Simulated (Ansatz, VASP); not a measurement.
**TlCl in VASP and in Ansatz**

File INCAR:

```
SYSTEM = TlCl
PREC = Accurate
ENCUT = 500
EDIFF = 1E-6
ISMEAR = 0
SIGMA = 0.02
LREAL = .FALSE.
LASPH = .TRUE.
NELM = 120
ALGO = Normal
ISIF = 2
LWAVE = .FALSE.
LCHARG = .FALSE.
GGA = PE
IVDW = 12
NBANDS = 17
GGA_COMPAT = .FALSE.
```

Contents of KPOINTS:

```
Automatic mesh
0
G
  8 8 8
  0 0 0
```

File POSCAR:

```
TlCl
1.0
    3.9945164432      0.0000000000      0.0000000000
    0.0000000000      3.9945164432      0.0000000000
    0.0000000000      0.0000000000      3.9945164432
Tl Cl
1 1
Direct
    0.0000000000      0.0000000000      0.0000000000
    0.5000000000      0.5000000000      0.5000000000
```

Input for Ansatz:

```yaml
crystal:
  lattice:
    - [3.9945164432, 0.0, 0.0]
    - [0.0, 3.9945164432, 0.0]
    - [0.0, 0.0, 3.9945164432]
  atoms:
    - { symbol: Tl, position: [0.0, 0.0, 0.0] }
    - { symbol: Cl, position: [0.5, 0.5, 0.5] }
basis:
  ecutwfc: 420
kpoints:
  mp_grid: { grid: [8, 8, 8] }
hamiltonian:
  xc: pbe
  dispersion: d3bj
scf:
  occupations: { method: gaussian, width: 0.02 }
output:
  forces: true
  stress: true
  eigenvalues: true
  write_density: true
  write_potential: true
  elf: true
  volumetric_format: npy
```

Alike in both runs: task single point; functional PBE; dispersion D3(BJ); k mesh 8 × 8 × 8; occupations gaussian, width 0.02 eV; no spin polarisation.

|  | VASP | Ansatz |
| --- | --- | --- |
| version | VASP 6.6.1 | Ansatz 0.2.0 |
| potentials or method | VASP PAW PBE potentials, release 64 (Tl_d, Cl), cutoff 500 eV | scalar-relativistic, plane waves, PAW |
| valence electrons in the cell | 20 | 20 |

```csv
,VASP,Ansatz,Ansatz less VASP
gap on the k mesh at the Fermi level (eV),2.35,2.35,-0.006
least direct gap on the mesh (eV),2.35,2.35,-0.006
pressure (GPa),-1.1,-1.1,+0.07
```

Ansatz's warnings: dispersion switch in reach.

Spin-orbit coupling is off throughout.
